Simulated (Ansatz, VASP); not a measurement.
## ScCuC4N4 in VASP and in Ansatz

Contents of INCAR:

```
SYSTEM = ScCuC4N4
  ALGO = Normal
  EDIFF = 1E-6
  EDIFFG = -0.01
  ENCUT = 600
  GGA = PE
  IBRION = 2
  ISIF = 3
  ISMEAR = 0
  LASPH = .True.
  LCHARG = .False.
  LREAL = .False.
  LWAVE = .False.
  NELM = 60
  NSW = 100
  PREC = Accurate
  SIGMA = 0.02
```

Contents of KPOINTS:

```
k-points
0
Gamma
  4 4 4
  0 0 0
```

POSCAR

```
ScCuC4N4
1.0
    5.9775425147      0.0000000000      0.0000000000
    0.0000000000      5.9775425147      0.0000000000
    0.0000000000      0.0000000000      5.9775425147
Sc Cu C N
1 1 4 4
Direct
    0.5000000000      0.5000000000      0.5000000000
    0.0000000000      0.0000000000      0.0000000000
    0.1853936450      0.1853936450      0.1853936450
    0.1853936450      0.8146063550      0.8146063550
    0.8146063550      0.1853936450      0.8146063550
    0.8146063550      0.8146063550      0.1853936450
    0.2992948486      0.2992948486      0.2992948486
    0.2992948486      0.7007051514      0.7007051514
    0.7007051514      0.2992948486      0.7007051514
    0.7007051514      0.7007051514      0.2992948486
```

Input for Ansatz:

```yaml
crystal:
  lattice:
    - [5.9775425147, 0.0, 0.0]
    - [0.0, 5.9775425147, 0.0]
    - [0.0, 0.0, 5.9775425147]
  atoms:
    - { symbol: Sc, position: [0.5, 0.5, 0.5] }
    - { symbol: Cu, position: [0.0, 0.0, 0.0] }
    - { symbol: C, position: [0.185393645, 0.185393645, 0.185393645] }
    - { symbol: C, position: [0.185393645, 0.814606355, 0.814606355] }
    - { symbol: C, position: [0.814606355, 0.185393645, 0.814606355] }
    - { symbol: C, position: [0.814606355, 0.814606355, 0.185393645] }
    - { symbol: "N", position: [0.2992948486, 0.2992948486, 0.2992948486] }
    - { symbol: "N", position: [0.2992948486, 0.7007051514, 0.7007051514] }
    - { symbol: "N", position: [0.7007051514, 0.2992948486, 0.7007051514] }
    - { symbol: "N", position: [0.7007051514, 0.7007051514, 0.2992948486] }
basis:
  ecutwfc: 420
kpoints:
  mp_grid: { grid: [4, 4, 4] }
hamiltonian:
  xc: pbe
scf:
  occupations: { method: gaussian, width: 0.02 }
output:
  forces: true
  stress: true
  eigenvalues: true
relax:
  adjacent_minimum: "off"
  f_tol: 0.01
  max_steps: 80
  cell: { stress_tol: 0.05 }
```

Alike in both runs: task relaxation of cell and atoms; functional PBE; k mesh 4 × 4 × 4; occupations gaussian, width 0.02 eV; no spin polarisation.

|  | VASP | Ansatz |
| --- | --- | --- |
| version | VASP 6.6.1 | Ansatz 0.2.0 |
| potentials or method | VASP PAW PBE potentials, release 64 (Sc_sv, Cu, C, N), cutoff 600 eV | scalar-relativistic, plane waves, PAW |
| valence electrons in the cell | 58 | 66 |

```tsv
	VASP	Ansatz	Ansatz less VASP
gap on the k mesh at the Fermi level, each at its own relaxed structure (eV)	2.63	2.63	-0.001
relaxed volume (Å³/atom)	21.43	21.36	-0.073
relaxed length of the cell vector where the two differ most in proportion (Å)	5.984	5.978	-0.0068
```

VASP's potentials hold 58 valence electrons a cell and Ansatz's 66, so a difference there can come from the potentials and not from the codes.

Noted on VASP's run: the standard files for N, O and F lose accuracy on very short bonds.
